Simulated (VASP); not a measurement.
# CaO (Fm-3m) in VASP: single point with r2SCAN

Aim: the single point of CaO with r2SCAN.

Program: VASP 6.6.1. These are calculated values, not measurements. Logs are shortened: lines on timing, memory, paths and dates and some standing lists are left out, and cuts for length are marked.

**1. The cell of the first run**

Symmetry: Fm-3m, No. 225, cubic system. The conventional cell has a = 4.724 Å, b = 4.724 Å, c = 4.724 Å, α = 90.00°, β = 90.00°, γ = 90.00°. Within 3.1 Å of Ca (site symmetry m-3m) lie 6 O at 2.36 Å. Within 3.1 Å of O (site symmetry m-3m) lie 6 Ca at 2.36 Å.

**2. Single point, r2SCAN**

The input, POSCAR:

```
CaO
1.0
    0.0000000000      2.3620208900      2.3620208900
    2.3620208900      0.0000000000      2.3620208900
    2.3620208900      2.3620208900      0.0000000000
Ca O
1 1
Direct
    0.0000000000      0.0000000000      0.0000000000
    0.5000000000      0.5000000000      0.5000000000
```

The input, INCAR.step1:

```
SYSTEM = CaO
  PREC = Accurate
  ENCUT = 910
  ISMEAR = 1
  SIGMA = 0.1379
  LREAL = .FALSE.
  LASPH = .TRUE.
  NELM = 120
  NBANDS = 15
  GGA = PE
  ALGO = Normal
  EDIFF = 1E-5
  LWAVE = .TRUE.
  LCHARG = .FALSE.
  GGA_COMPAT = .FALSE.
```

The input, INCAR.step2:

```
SYSTEM = CaO
  PREC = Accurate
  ENCUT = 910
  EDIFF = 1E-6
  ISMEAR = 1
  SIGMA = 0.1379
  LREAL = .FALSE.
  LASPH = .TRUE.
  NELM = 120
  ALGO = Normal
  ISIF = 2
  LWAVE = .FALSE.
  LCHARG = .FALSE.
  METAGGA = R2SCAN
  LMIXTAU = .TRUE.
  NBANDS = 15
  ISTART = 1
  GGA_COMPAT = .FALSE.
```

The input, KPOINTS:

```
Automatic mesh
0
G
  9 9 9
  0 0 0
```

Potentials or basis: VASP PAW PBE potentials, release 64 (Ca_sv, O_h).

The run is started by

```bash
$ cat potpaw_PBE.64/Ca_sv/POTCAR potpaw_PBE.64/O_h/POTCAR > POTCAR
$ cp INCAR.step1 INCAR
$ mpirun -np 1 vasp_std > vasp.out
$ cp INCAR.step2 INCAR
$ mpirun -np 1 vasp_std > vasp.out
```

OUTCAR:

```text
SYSTEM = CaO
   PREC = Accurate
   ENCUT = 910
   EDIFF = 1E-6
   ISMEAR = 1
   LREAL = .FALSE.
   LASPH = .TRUE.
   NELM = 120
   ISIF = 2
   METAGGA = R2SCAN
   ISTART = 1

 ion  position               nearest neighbor table
   1  0.000  0.000  0.000-
   2  0.500  0.500  0.500-

  LATTYP: Found a face centered cubic cell.
 ALAT       =     4.7240417800

  Lattice vectors:

 A1 = (   0.0000000000,   2.3620208900,   2.3620208900)
 A2 = (   2.3620208900,   0.0000000000,   2.3620208900)
 A3 = (   2.3620208900,   2.3620208900,   0.0000000000)

Analysis of symmetry for initial positions (statically):
=====================================================================
 Subroutine PRICEL returns:
 Original cell was already a primitive cell.

 Routine SETGRP: Setting up the symmetry group for a
 face centered cubic supercell.

 Subroutine GETGRP returns: Found 48 space group operations
 (whereof 48 operations were pure point group operations)
 out of a pool of 48 trial point group operations.

The static configuration has the point symmetry O_h .

Analysis of symmetry for dynamics (positions and initial velocities):
=====================================================================
 Subroutine PRICEL returns:
 Original cell was already a primitive cell.

 Routine SETGRP: Setting up the symmetry group for a
 face centered cubic supercell.

 Subroutine GETGRP returns: Found 48 space group operations
 (whereof 48 operations were pure point group operations)
 out of a pool of 48 trial point group operations.

The dynamic configuration has the point symmetry O_h .

 Subroutine INISYM returns: Found 48 space group operations
 (whereof 48 operations are pure point group operations),
 and found     1 'primitive' translations

----------------------------------------------------------------------------------------

                                     Primitive cell

  volume of cell :      26.3561

  direct lattice vectors                    reciprocal lattice vectors
     0.000000000  2.362020890  2.362020890    -0.211683141  0.211683141  0.211683141
     2.362020890  0.000000000  2.362020890     0.211683141 -0.211683141  0.211683141
     2.362020890  2.362020890  0.000000000     0.211683141  0.211683141 -0.211683141

  length of vectors
     3.340401977  3.340401977  3.340401977     0.366645955  0.366645955  0.366645955

  position of ions in fractional coordinates (direct lattice)
     0.000000000  0.000000000  0.000000000
     0.500000000  0.500000000  0.500000000

  ion indices of the primitive-cell ions
   primitive index   ion index
                 1           1
                 2           2

----------------------------------------------------------------------------------------

 KPOINTS: Automatic mesh

Automatic generation of k-mesh.
 Grid dimensions read from file:
 generate k-points for:    9    9    9

 Generating k-lattice:

  Cartesian coordinates                     Fractional coordinates (reciprocal lattice)
    -0.023520349  0.023520349  0.023520349     0.111111111  0.000000000  0.000000000
     0.023520349 -0.023520349  0.023520349     0.000000000  0.111111111  0.000000000
     0.023520349  0.023520349 -0.023520349     0.000000000  0.000000000  0.111111111

  Length of vectors
     0.040738439  0.040738439  0.040738439

  Shift w.r.t. Gamma in fractional coordinates (k-lattice)
     0.000000000  0.000000000  0.000000000

 Subroutine IBZKPT returns following result:
 ===========================================

 Found     35 irreducible k-points:

 Following reciprocal coordinates:
            Coordinates               Weight
  0.000000  0.000000  0.000000      1.000000
  0.111111  0.000000  0.000000      8.000000
  0.222222  0.000000  0.000000      8.000000
  0.333333  0.000000  0.000000      8.000000
  0.444444  0.000000  0.000000      8.000000
  0.111111  0.111111  0.000000      6.000000
[... 16 lines left out ...]
 -0.333333  0.333333  0.000000     12.000000
  0.444444  0.444444  0.000000      6.000000
 [... further k-points ...]
   k-points           NKPTS =     35   k-points in BZ     NKDIM =     35   number of bands    NBANDS=     15
   number of dos      NEDOS =    301   number of ions     NIONS =      2
   total plane-waves  NPLWV =  46656
   dimension x,y,z NGX =    36 NGY =   36 NGZ =   36
   dimension x,y,z NGXF=    72 NGYF=   72 NGZF=   72
   ions per type =               1   1
   NGX,Y,Z   is equivalent  to a cutoff of  17.92, 17.92, 17.92 a.u.
   NGXF,Y,Z  is equivalent  to a cutoff of  35.83, 35.83, 35.83 a.u.
 SYSTEM =  CaO
   PREC   = accura    normal or accurate (medium, high low for compatibility)
   ISTART =      1    job   : 0-new  1-cont  2-samecut
   ICHARG =      0    charge: 1-file 2-atom 10-const
   ISPIN  =      1    spin polarized calculation?
   LNONCOLLINEAR =      F non collinear calculations
   LSORBIT =      F    spin-orbit coupling
   LASPH  =      T    aspherical Exc in radial PAW
   ENCUT  =  910.0 eV  66.88 Ry    8.18 a.u.   8.22  8.22  8.22*2*pi/ulx,y,z
   NELM   =    120;   NELMIN=  2; NELMDL=  0     # of ELM steps
   EDIFF  = 0.1E-05   stopping-criterion for ELM
   LREAL  =      F    real-space projection
   EDIFFG = 0.1E-04   stopping-criterion for IOM
   NSW    =      0    number of steps for IOM
   IBRION =     -1    ionic relax: 0-MD 1-quasi-New 2-CG
   NFREE  =      0    steps in history (QN), initial steepest desc. (CG)
   ISIF   =      2    stress and relaxation
   ISYM   =      2    0-nonsym 1-usesym 2-fastsym
   POTIM  = 0.5000    time-step for ionic-motion
   TEBEG  =    0.0;   TEEND  =   0.0 temperature during run
   PSTRESS=    0.0 pullay stress
   NELECT =      16.0000    total number of electrons
   NUPDOWN=      -1.0000    fix difference up-down
   EMIN   =  10.00;   EMAX   =-10.00  energy-range for DOS
   EFERMI =   0.00;   METHOD = LEGACY
   ISMEAR =     1;   SIGMA  =   0.14  broadening in eV -4-tet -1-fermi 0-gaus
   EFERMI_NEDOS =   21; number of points for ismear=-14 and -15
   IALGO  =     38    algorithm
   IMIX   =      4    mixing-type and parameters
     AMIX     =   0.40;   BMIX     =  1.00
     AMIX_MAG =   1.60;   BMIX_MAG =  1.00
  volume/ion in A,a.u.               =      13.18        88.93
  Fermi-wavevector in a.u.,A,eV,Ry     =   1.386185  2.619509 26.143703  1.921508
  Thomas-Fermi vector in A             =   2.510524
   LORBIT       =      0    0 simple, 1 ext, 2 COOP (PROOUT), +10 PAW based schemes
   METAGGA = R2SCAN    functional components
   LHFCALC =     F    Hartree Fock is set to
   AEXX    =    0.0000 exact exchange contribution
   IVDW    =     0    specifies the selected vdW correction
   LEPSILON=     F    determine dielectric tensor
   LRPA    =     F    only Hartree local field effects (RPA)
 non-spin polarized calculation
 Methfessel and Paxton  Order N= 1 SIGMA  =   0.14
  energy-cutoff  :      910.00
  volume of cell :       26.36
 maximum number of plane-waves:      1657
 NGX is ok and might be reduce to    36
   NGX = 17   NGY = 17   NGZ = 17

 number of electron      16.0000002 magnetization

 Free energy of the ion-electron system (eV)
  ---------------------------------------------------
  ext. energy  EPLUGINS =         0.00000000
  ---------------------------------------------------
  free energy    TOTEN  =       -19.43288212 eV

  energy without entropy =      -19.43343592  energy(sigma->0) =      -19.43306672

 E-fermi :   2.6398     XC(G=0): -11.3545

 val. band max:        2.6039050136   @ k =   0.0000   0.0000   0.0000
 cond. band min:       6.8382351538   @ k =   0.4444   0.4444   0.0000
 fundamental gap:      4.2343301402
 Fermi energy:         2.6398488696

 k-point     1 :       0.0000    0.0000    0.0000
  band No.  band energies     occupation
      1     -36.2362      2.00000
      2     -16.0872      2.00000
      3     -16.0872      2.00000
      4     -16.0872      2.00000
      5     -13.9722      2.00000
      6       2.6039      1.42502
      7       2.6039      1.42498
      8       2.6039      1.42498
      9       8.4834      0.00000
     10       9.5879      0.00000
     11       9.5879      0.00000
     12       9.5879      0.00000
     13      11.2769      0.00000
     14      11.2769      0.00000
     15      18.7230      0.00000

 k-point     2 :       0.1111    0.0000    0.0000
  band No.  band energies     occupation
      1     -36.2214      2.00000
      2     -16.3474      2.00000
      3     -16.0940      2.00000
      4     -16.0940      2.00000
      5     -13.7071      2.00000
      6       2.1730      2.00002
      7       2.4204      2.04693
      8       2.4204      2.04693
      9       9.0411      0.00000
     10       9.5505      0.00000
     11       9.8175      0.00000
     12       9.8175      0.00000
     13      11.6022      0.00000
     14      11.6022      0.00000
     15      19.2660      0.00000

 k-point     3 :       0.2222    0.0000    0.0000
  band No.  band energies     occupation
      1     -36.1836      2.00000
      2     -16.8475      2.00000
      3     -16.1110      2.00000
      4     -16.1110      2.00000
      5     -13.1935      2.00000
      6       1.2723      2.00000
      7       2.0000      2.00000
      8       2.0000      2.00000
      9       9.5809      0.00000
     10      10.3353      0.00000
     11      10.4407      0.00000
     12      10.4407      0.00000
     13      12.4200      0.00000
     14      12.4200      0.00000
     15      19.9604      0.00000

 k-point     4 :       0.3333    0.0000    0.0000
  band No.  band energies     occupation
      1     -36.1402      2.00000
      2     -17.2871      2.00000
      3     -16.1302      2.00000
      4     -16.1302      2.00000
      5     -12.7357      2.00000
      6       0.4291      2.00000
      7       1.5799      2.00000
      8       1.5799      2.00000
      9       9.9557      0.00000
     10      11.2490      0.00000
     11      11.2490      0.00000
     12      11.5816      0.00000
     13      13.3946      0.00000
     14      13.3946      0.00000
     15      19.3615      0.00000
[... 307 lines left out ...]
 k-point    22 :      -0.4444    0.3333    0.0000
  band No.  band energies     occupation
      1     -36.0753      2.00000
      2     -16.9060      2.00000
      3     -16.5682      2.00000
      4     -16.2886      2.00000
      5     -13.2598      2.00000
      6       1.1965      2.00000
      7       1.5054      2.00000
      8       1.8506      2.00000
      9       8.1606      0.00000
     10      11.7213      0.00000
     11      12.3352      0.00000
     12      12.7342      0.00000
     13      13.3044      0.00000
     14      16.3811      0.00000
     15      18.2975      0.00000

 k-point    23 :      -0.3333    0.3333    0.0000
  band No.  band energies     occupation
      1     -36.0787      2.00000
      2     -17.0406      2.00000
      3     -16.5912      2.00000
      4     -16.2337      2.00000
      5     -12.9994      2.00000
      6       0.8223      2.00000
      7       1.4974      2.00000
      8       1.5717      2.00000
      9       9.3580      0.00000
     10      10.9147      0.00000
     11      12.2835      0.00000
     12      12.3630      0.00000
     13      13.9090      0.00000
     14      17.6186      0.00000
     15      17.8665      0.00000

 k-point    24 :       0.4444    0.4444    0.0000
  band No.  band energies     occupation
      1     -36.0755      2.00000
      2     -16.8167      2.00000
      3     -16.3486      2.00000
      4     -16.3486      2.00000
      5     -13.6996      2.00000
      6       1.2611      2.00000
      7       2.2432      2.00037
      8       2.2432      2.00037
      9       6.8382      0.00000
     10      11.7098      0.00000
     11      12.4958      0.00000
     12      13.1261      0.00000
     13      13.1261      0.00000
     14      15.0704      0.00000
     15      18.2574      0.00000

 [... further k-points ...]

------------------------ aborting loop because EDIFF is reached ----------------------------------------

  FORCE on cell =-STRESS in cart. coord.  units (eV):
  Direction    XX          YY          ZZ          XY          YZ          ZX
  --------------------------------------------------------------------------------------
  -------------------------------------------------------------------------------------
  Total        1.1295797      1.1295797      1.1295797      0.0000000      0.0000000      0.0000000
  in kB       68.6667120     68.6667120     68.6667120      0.0000000      0.0000000      0.0000000
  external PRESSURE =      68.6667120 kB  Pullay stress =       0.0000000 kB

 VOLUME and BASIS-vectors are now :
 -----------------------------------------------------------------------------
  energy-cutoff  :      910.00
  volume of cell :       26.36
      direct lattice vectors                 reciprocal lattice vectors
     0.000000000  2.362020890  2.362020890    -0.211683141  0.211683141  0.211683141
     2.362020890  0.000000000  2.362020890     0.211683141 -0.211683141  0.211683141
     2.362020890  2.362020890  0.000000000     0.211683141  0.211683141 -0.211683141

 POSITION                                       TOTAL-FORCE (eV/Angst)
 -----------------------------------------------------------------------------------
      0.00000      0.00000      0.00000         0.000000     -0.000000      0.000000
      2.36202      2.36202      2.36202        -0.000000      0.000000     -0.000000
 -----------------------------------------------------------------------------------
    total drift:                                0.000000      0.000000      0.000000

  FREE ENERGIE OF THE ION-ELECTRON SYSTEM (eV)
  ---------------------------------------------------
  free  energy   TOTEN  =       -19.4328821240 eV

  energy  without entropy=      -19.4334359166  energy(sigma->0) =      -19.43306672
```

Run time: 57 s. Hardware: 1 thread of Intel Xeon 6975P-C (Granite Rapids), shared host; peak memory 0.23 GiB.

What came out:

| Item | Value |
| --- | --- |
| Free energy | -19.4329 eV |
| Pressure | 6.9 GPa |
| Band gap on the k mesh | 4.23 eV (least direct gap 4.59 eV) |

Levels at points of the mesh, in eV from the valence-band top:
```csv
k point,band 6,band 7,band 8,band 9,band 10,band 11
"(0.00, 0.00, 0.00)",0.00,0.00,0.00,5.88,6.98,6.98
```

Caveat: the cutoff is under 1.25 times the usual one of these potentials, so pressure, stress and relaxed cells hold a basis-set (Pulay) error; the cell stands under pressure; the PAW data sets were made with another functional, which shifts forces and pressure a little; an odd mesh through Γ misses points on the zone boundary, where band edges can lie.
